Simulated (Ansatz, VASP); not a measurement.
Given: the input of a run of VASP 6.6.1 on Al.

File POSCAR:

```
Al
1.0
   -1.6224269796      1.6224269796      1.6224269796
    1.6224269796     -1.6224269796      1.6224269796
    1.6224269796      1.6224269796     -1.6224269796
Al
1
Direct
    0.0000000000      0.0000000000      0.0000000000
```

The input INCAR.step1:

```
PREC = Accurate
ENCUT = 520
ISMEAR = -1
SIGMA = 0.05
LREAL = False
LASPH = True
NELM = 60
NBANDS = 8
GGA = PE
ALGO = Normal
EDIFF = 1E-4
LWAVE = True
LCHARG = False
```

INCAR.step2

```
PREC = Accurate
ENCUT = 520
EDIFF = 1E-6
ISMEAR = -1
SIGMA = 0.05
LREAL = False
LASPH = True
NELM = 60
ALGO = Normal
ISIF = 2
LWAVE = False
LCHARG = False
METAGGA = R2SCAN
LMIXTAU = True
NBANDS = 8
ISTART = 1
```

KPOINTS

```
regular mesh
0
Gamma
  12 12 12
```

Potentials or basis: VASP PAW PBE potentials, release 64 (Al).

Run with:

```sh
$ cat potpaw_PBE.64/Al/POTCAR > POTCAR
$ cp INCAR.step1 INCAR
$ mpirun -np 1 vasp_std > vasp.out
$ cp INCAR.step2 INCAR
$ mpirun -np 1 vasp_std > vasp.out
```

Task: Translate it to Ansatz 0.2.0. Potentials there: Ansatz PAW.

Result: As run (the cutoff follows the program's own potentials):

input.yaml

```yaml
crystal:
  lattice:
    - [-1.6224269796, 1.6224269796, 1.6224269796]
    - [1.6224269796, -1.6224269796, 1.6224269796]
    - [1.6224269796, 1.6224269796, -1.6224269796]
  atoms:
    - { symbol: Al, position: [0.0, 0.0, 0.0] }
hamiltonian:
  xc: r2scan
  pseudopotentials: { kind: paw }
kpoints:
  mp_grid: { grid: [12, 12, 12] }
scf:
  occupations: { method: fermi_dirac, width: 0.05 }
output:
  forces: true
  stress: true
  eigenvalues: true
```

Potentials or basis: Ansatz PAW.

Command:

```console
$ ansatz run input.yaml --threads 2 --pin off --max-ram 5632MiB --backend cpu --events-out ev --progress --plain --runs-dir out
```

Both were run:

|  | VASP | Ansatz | Ansatz less VASP |
| --- | --- | --- | --- |
| gap on the k mesh at the Fermi level (eV) | none | none | - |
| pressure (GPa) | -4.1 | -3.8 | +0.28 |

VASP's potentials were made for PBE, not for r2SCAN. A gap of «none» marks a metal or a gap that the smearing closes. The functional is the same, so the differences come from potentials, cutoffs and numerics.
